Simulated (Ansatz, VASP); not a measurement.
One calculation of BaF2, two programs

```xyz
3
Lattice="0.0000 3.0910 3.0910 3.0910 0.0000 3.0910 3.0910 3.0910 0.0000" Properties=species:S:1:pos:R:3 pbc="T T T"
Ba    0.0000    0.0000    0.0000
F     1.5455    1.5455    1.5455
F     4.6364    4.6364    4.6364
```

Alike in both runs: task single point; functional PBE; k mesh 6 × 6 × 6; no spin polarisation.

|  | VASP | Ansatz |
| --- | --- | --- |
| version | VASP 6.6.1 | Ansatz 0.2.0 |
| potentials or method | VASP PAW PBE potentials, release 64 (Ba_sv, F) | plane waves, PAW |
| plane-wave cutoff (eV) | 600 | 420 |
| occupations | gaussian, width 0.01 eV | fixed |
| valence electrons in the cell | 24 | 24 |

```csv
,VASP,Ansatz,Ansatz less VASP
gap on the k mesh at the Fermi level (eV),6.82,6.89,+0.075
pressure (GPa),2.9,1.8,-1.05
```

Spin-orbit coupling is off throughout.
